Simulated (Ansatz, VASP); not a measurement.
## LiH: VASP beside Ansatz

Contents of INCAR:

```
PREC = Accurate
ENCUT = 520
EDIFF = 1E-7
ISMEAR = 0
SIGMA = 0.05
LREAL = False
LASPH = True
NELM = 80
ALGO = Normal
ISIF = 2
LWAVE = False
LCHARG = False
GGA = PE
NBANDS = 9
```

KPOINTS

```
regular mesh
0
Gamma
  10 10 10
```

File POSCAR:

```
LiH
1.0
    0.0000000000      2.0528250000      2.0325000000
    2.0528250000      0.0000000000      2.0325000000
    2.0528250000      2.0528250000      0.0000000000
Li H
1 1
Direct
    0.0000000000      0.0000000000      0.0000000000
    0.5000000000      0.5000000000      0.5000000000
```

Input for Ansatz:

```yaml
crystal:
  lattice:
    - [0.0, 2.052825, 2.0325]
    - [2.052825, 0.0, 2.0325]
    - [2.052825, 2.052825, 0.0]
  atoms:
    - { symbol: Li, position: [0.0, 0.0, 0.0] }
    - { symbol: H, position: [0.5, 0.5, 0.5] }
basis:
  ecutwfc: 420
kpoints:
  mp_grid: { grid: [10, 10, 10] }
hamiltonian:
  xc: pbe
scf:
  occupations: { method: gaussian, width: 0.05 }
output:
  forces: true
  stress: true
  eigenvalues: true
```

Change from the starting cell: strain +0.0100 x Voigt [1, 1, 0, 0, 0, 0], atoms carried along.

Alike in both runs: task single point; functional PBE; k mesh 10 × 10 × 10; occupations gaussian, width 0.05 eV; no spin polarisation.

|  | VASP | Ansatz |
| --- | --- | --- |
| version | VASP 6.6.1 | Ansatz 0.2.0 |
| potentials or method | VASP PAW PBE potentials, release 64 (Li_sv, H), cutoff 520 eV | scalar-relativistic, plane waves, PAW |
| valence electrons in the cell | 4 | 4 |

```tsv
	VASP	Ansatz	Ansatz less VASP
gap on the k mesh at the Fermi level (eV)	2.93	2.94	+0.007
least direct gap on the mesh (eV)	3.00	3.01	+0.007
```

The functional is the same, so the differences come from potentials, cutoffs and numerics.

Noted on VASP's run: the cutoff is short for stress, so the pressure is rough.
